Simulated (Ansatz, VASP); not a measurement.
# One calculation of Al2Cu, two programs

The input INCAR:

```
  PREC = Accurate
  ENCUT = 520
  EDIFF = 1E-6
  ISMEAR = 0
  SIGMA = 0.15
  LREAL = False
  LASPH = True
  NELM = 80
  ALGO = Fast
  ISIF = 2
  LWAVE = False
  LCHARG = False
  GGA = PS
  NBANDS = 16
```

The input KPOINTS:

```
regular mesh
0
Gamma
  14 14 14
```

The input POSCAR:

```
Al2Cu
1.0
   -2.0515380301      2.0515380301      2.8631594530
    2.0515380301     -2.0515380301      2.8631594530
    2.0515380301      2.0515380301     -2.8631594530
Al Cu
2 1
Direct
    0.7374267957      0.2374267957      0.4748535913
    0.2374267957      0.7374267957      0.4748535913
    0.5106771283      0.5106771283      0.0213542565
```

Input for Ansatz:

```yaml
crystal:
  lattice:
    - [-2.0515380301, 2.0515380301, 2.863159453]
    - [2.0515380301, -2.0515380301, 2.863159453]
    - [2.0515380301, 2.0515380301, -2.863159453]
  atoms:
    - { symbol: Al, position: [0.7374267957, 0.2374267957, 0.4748535913] }
    - { symbol: Al, position: [0.2374267957, 0.7374267957, 0.4748535913] }
    - { symbol: Cu, position: [0.5106771283, 0.5106771283, 0.0213542565] }
basis:
  ecutwfc: 520.0
kpoints:
  mp_grid: { grid: [14, 14, 14] }
hamiltonian:
  xc: pbesol
  pseudopotentials: { kind: paw, azcp: { folder: soft_1 } }
scf:
  occupations: { method: gaussian, width: 0.15 }
output:
  forces: true
  stress: true
  eigenvalues: true
```

Change from the starting cell: mode 4 frozen in at -0.072 Å, equal normal strain along x and y +0.0133.

Alike in both runs: task single point; functional PBEsol; k mesh 14 × 14 × 14; occupations gaussian, width 0.15 eV; no spin polarisation.

```csv
,VASP,Ansatz
version,VASP 6.6.1,Ansatz 0.2.0
potentials or method,"VASP PAW PBE potentials, release 64 (Al, Cu), cutoff 520 eV","scalar-relativistic, plane waves, PAW"
valence electrons in the cell,17,25
```

VASP gave:

- gap on the k mesh at the Fermi level (eV): none
- pressure (GPa): -1.9
- traceless stress, the component that is largest in VASP (GPa): 1.02
- rms of the force components (eV/Å): 0.379

Problem. What did Ansatz give for the same quantities?

Solution. gap on the k mesh at the Fermi level (eV): none; pressure (GPa): -1.9; traceless stress, the component that is largest in VASP (GPa): 1.03; rms of the force components (eV/Å): 0.378.

VASP's potentials were made for PBE, not for PBEsol, and Ansatz warns of the same on its side. Atom by atom the forces differ by 0.001 eV/Å (rms over components). A gap of «none» marks a metal or a gap that the smearing closes. The functional is the same, so the differences come from potentials, cutoffs and numerics. VASP's potentials hold 17 valence electrons a cell and Ansatz's 25, so a difference there can come from the potentials and not from the codes.
